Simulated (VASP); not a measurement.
Here is a VASP 6.6.1 calculation.

The input POSCAR:

```
Al
1.0
    0.0000000000      1.7681093890      2.6521640835
    1.7681093890      0.0000000000      2.6521640835
    1.7681093890      1.7681093890      0.0000000000
Al
1
Direct
    0.0000000000      0.0000000000      0.0000000000
```

File INCAR.step1:

```
PREC = Accurate
ENCUT = 520
ISMEAR = 0
SIGMA = 0.15
LREAL = False
LASPH = True
NELM = 80
NBANDS = 8
GGA = PE
ALGO = Normal
EDIFF = 1E-4
LWAVE = True
LCHARG = False
```

INCAR.step2

```
PREC = Accurate
ENCUT = 520
EDIFF = 1E-7
ISMEAR = 0
SIGMA = 0.15
LREAL = False
LASPH = True
NELM = 80
ALGO = Normal
ISIF = 2
LWAVE = False
LCHARG = True
METAGGA = R2SCAN
LMIXTAU = True
LELF = True
LVHAR = True
NBANDS = 8
ISTART = 1
```

File KPOINTS:

```
Automatic mesh
0
Gamma
  22 22 22
```

Potentials or basis: VASP PAW PBE potentials, release 64 (Al).

The run is started by

```sh
$ cat potpaw_PBE.64/Al/POTCAR > POTCAR
$ cp INCAR.step1 INCAR
$ mpirun -np 1 vasp_std > vasp.out
$ cp INCAR.step2 INCAR
$ mpirun -np 1 vasp_std > vasp.out
```

Q: Estimate the pressure.

A: 9.9 GPa.

Stress tensor (GPa, compression positive):
```
 22.06   0.00   0.00
  0.00  22.06   0.00
  0.00   0.00 -14.51
```

Caveat: the PAW data sets were made with another functional, which shifts forces and pressure a little.
